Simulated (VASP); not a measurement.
Set up this calculation in VASP 6.6.1, as the native input.

```
Task                   : relaxation of cell and atoms
Functional             : PBE
Potentials or basis    : VASP PAW PBE potentials, release 64 (Mg, O)
Cutoff                 : 600 eV
k mesh                 : 15 × 15 × 15
Occupations            : fermi-dirac, width 0.08 eV
Spin                   : no spin polarisation
Target pressure        : -0.0091 GPa
Dipole correction      : no
Further INCAR settings : ALGO = Normal; EDIFF = 1e-06; IBRION = 2; EDIFFG = -0.005; NSW = 32; ISIF = 3
```

The structure of MgO (rocksalt type) lies in POSCAR:

```
MgO
1.0
    0.0000000000      2.1269431800      2.1269431800
    2.1269431800      0.0000000000      2.1269431800
    2.1269431800      2.1269431800      0.0000000000
Mg O
1 1
Direct
    0.0000000000      0.0000000000      0.0000000000
    0.5000000000      0.5000000000      0.5000000000
```

One way to write it, as run:

INCAR

```
ALGO = Normal ; EDIFF = 1E-6
EDIFFG = -0.005 ; ENCUT = 600
GGA = PE ; IBRION = 2
ISIF = 3 ; ISMEAR = -1
LASPH = T ; LCHARG = F
LREAL = F ; LWAVE = F
NELM = 80 ; NSW = 32
PREC = Accurate ; PSTRESS = -0.091
SIGMA = 0.08
```

KPOINTS

```
k-points
0
Gamma
  15 15 15
```

Potentials or basis: VASP PAW PBE potentials, release 64 (Mg, O).

Run with:

```bash
$ cat potpaw_PBE.64/Mg/POTCAR potpaw_PBE.64/O/POTCAR > POTCAR
$ mpirun -np 1 vasp_std > vasp.out
```

Results of the run:

```
Relaxed volume                                             : 9.56 Å³/atom
Relaxed cell                                               : a = 3.002 Å, b = 3.002 Å, c = 3.002 Å, α = 60.00°, β = 60.00°, γ = 60.00°
Space group after relaxing (to 0.1 Å)                      : Fm-3m (No. 225)
Energy change on relaxing (the run minimises the enthalpy) : -0.2 meV/atom
Ionic steps                                                : 3
Pressure after relaxing                                    : 0.0 GPa
Band gap on the k mesh                                     : 4.51 eV
```

Caveat: the cell is relaxed towards a set pressure, so the run minimises the enthalpy, not the energy; an odd mesh through Γ misses points on the zone boundary, where band edges can lie.

Run time: 32 s on 1 thread of Intel Xeon 8259CL (shared host), peak memory 0.16 GiB.
